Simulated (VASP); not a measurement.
Wanted: the native input for a VASP 6.6.1 run.

| Item | Value |
| --- | --- |
| Task | single point |
| Functional | PBEsol |
| Potentials or basis | VASP PAW PBE potentials, release 64 (Sr_sv, Cd) |
| Cutoff | 520 eV |
| k mesh | 4 × 4 × 4, shifted |
| Occupations | fermi-dirac, width 0.1 eV |
| Spin | no spin polarisation |
| Dipole correction | no |
| Further INCAR settings | ALGO = Normal; EDIFF = 1e-06; NBANDS = 41; ISYM = 0 |

The structure of Sr2Cd lies in POSCAR:

```
Sr2Cd
1.0
    4.4588570000      0.0000000000      0.0000000000
    2.2294290000     -8.8460710000      0.0000000000
    0.0000000000      0.0000000000     -4.4212140000
Sr Cd
4 2
Direct
    0.4410000000      0.1180000000      0.7500000000
    0.5590000000      0.8820000000      0.2500000000
    0.7500000000      0.5000000000      0.7500000000
    0.2500000000      0.5000000000      0.2500000000
    0.1060000000      0.7880000000      0.7500000000
    0.8940000000      0.2120000000      0.2500000000
```

The input as run:

INCAR

```
SYSTEM = Sr2Cd
ALGO = Normal
EDIFF = 1E-6
ENCUT = 520
GGA = PS
ISIF = 2
ISMEAR = -1
ISYM = 0
LASPH = .TRUE.
LCHARG = .FALSE.
LREAL = .FALSE.
LWAVE = .FALSE.
NBANDS = 41
NELM = 80
PREC = Accurate
SIGMA = 0.1
```

KPOINTS

```
Automatic mesh
0
Gamma
  4 4 4
  0.5 0.5 0.5
```

Potentials or basis: VASP PAW PBE potentials, release 64 (Sr_sv, Cd).

The run is started by

```console
$ cat potpaw_PBE.64/Sr_sv/POTCAR potpaw_PBE.64/Cd/POTCAR > POTCAR
$ mpirun -np 1 vasp_std > vasp.out
```

It gave:

The pressure is 7.4 GPa, the largest force is 0.864 eV/Å and the band gap on the k mesh is zero (bands 32 and 33 overlap by 0.38 eV).

Caveat: the k points lie up to 0.36 Å⁻¹ apart; the PAW data sets were made with another functional, which shifts forces and pressure a little.

Wall time 13 min on 1 thread of Intel Xeon 8259CL, with other jobs on the host, peak memory 0.54 GiB.
